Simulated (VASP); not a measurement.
Input of a VASP 6.6.1 run:

INCAR

```
SYSTEM = HC16
ALGO     = Normal         ! electronic algorithm
EDIFF    = 1E-6           ! SCF threshold, eV
EDIFFG   = -0.03          ! ionic threshold
ENCUT    = 520            ! plane-wave cutoff, eV
GGA      = PE             ! functional
IBRION   = 2              ! ionic algorithm
ISIF     = 2              ! what is computed and relaxed
ISMEAR   = 0              ! smearing method
LASPH    = .True.         ! aspherical terms in the spheres
LCHARG   = .False.        ! write CHGCAR
LREAL    = Auto         
LWAVE    = .False.        ! write WAVECAR
NELECT   = 64.0         
NELM     = 100            ! most SCF steps
NSW      = 80             ! ionic steps
PREC     = Accurate       ! precision mode
SIGMA    = 0.05           ! smearing width, eV
```

KPOINTS

```
k-points
0
Gamma
  3 3 3
  0 0 0
```

Contents of POSCAR:

```
HC16
1.0
    0.0000000000      3.5700000000      3.5700000000
    3.5700000000      0.0000000000      3.5700000000
    3.5700000000      3.5700000000      0.0000000000
C H
16 1
Direct
    0.0000000000      0.0000000000      0.0000000000
    0.1250000000      0.1250000000      0.1250000000
    0.0000000000      0.0000000000      0.5000000000
    0.1250000000      0.1250000000      0.6250000000
    0.0000000000      0.5000000000      0.0000000000
    0.1250000000      0.6250000000      0.1250000000
    0.0000000000      0.5000000000      0.5000000000
    0.1250000000      0.6250000000      0.6250000000
    0.5000000000      0.0000000000      0.0000000000
    0.6250000000      0.1250000000      0.1250000000
    0.5000000000      0.0000000000      0.5000000000
    0.6250000000      0.1250000000      0.6250000000
    0.5000000000      0.5000000000      0.0000000000
    0.6250000000      0.6250000000      0.1250000000
    0.5000000000      0.5000000000      0.5000000000
    0.6250000000      0.6250000000      0.6250000000
    0.2420130000      0.7548354000      0.2366122000
```

Potentials or basis: VASP PAW PBE potentials, release 64 (C, H).

The run is started by

```console
$ cat potpaw_PBE.64/C/POTCAR potpaw_PBE.64/H/POTCAR > POTCAR
$ mpirun -np 1 vasp_std > vasp.out
```

(1) Estimate the energy gained by relaxing.

Results:

(1) 53.7 meV/atom.

Caveat: the k points lie up to 0.51 Å⁻¹ apart; the cell carries a net charge on a neutralising background, which shifts energy and pressure.
